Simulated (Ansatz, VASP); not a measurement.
One calculation of Ge, two programs

```
Ge
1.0
     4.22184    0.00000    0.00000
     0.00000    4.22184    0.00000
     0.00000    0.00000    7.42568
Ge
6
Cartesian
  0.0000 0.0000 1.8564
  0.0000 0.0000 5.5693
  2.8468 1.0396 3.7128
  1.3750 3.1822 3.7128
  3.1822 2.8468 0.0000
  1.0396 1.3750 0.0000
```

Alike in both runs: functional PBE; k mesh 10 × 10 × 6; occupations gaussian, width 0.1 eV; no spin polarisation.

Ansatz relaxed the structure, and its values are those at the end. VASP's run is a single point on that final structure, the one shown.

|  | VASP | Ansatz |
| --- | --- | --- |
| version | VASP 6.6.1 | Ansatz 0.2.0 |
| potentials or method | VASP PAW PBE potentials, release 64 (Ge_d), cutoff 520 eV | scalar-relativistic, plane waves, PAW |
| valence electrons in the cell | 84 | 84 |

```csv
,VASP,Ansatz,Ansatz less VASP
gap on the k mesh at the Fermi level (eV),none,none,-
pressure (GPa),0.0,0.0,+0.03
```

A gap of «none» marks a metal or a gap that the smearing closes. The functional is the same, so the differences come from potentials, cutoffs and numerics.
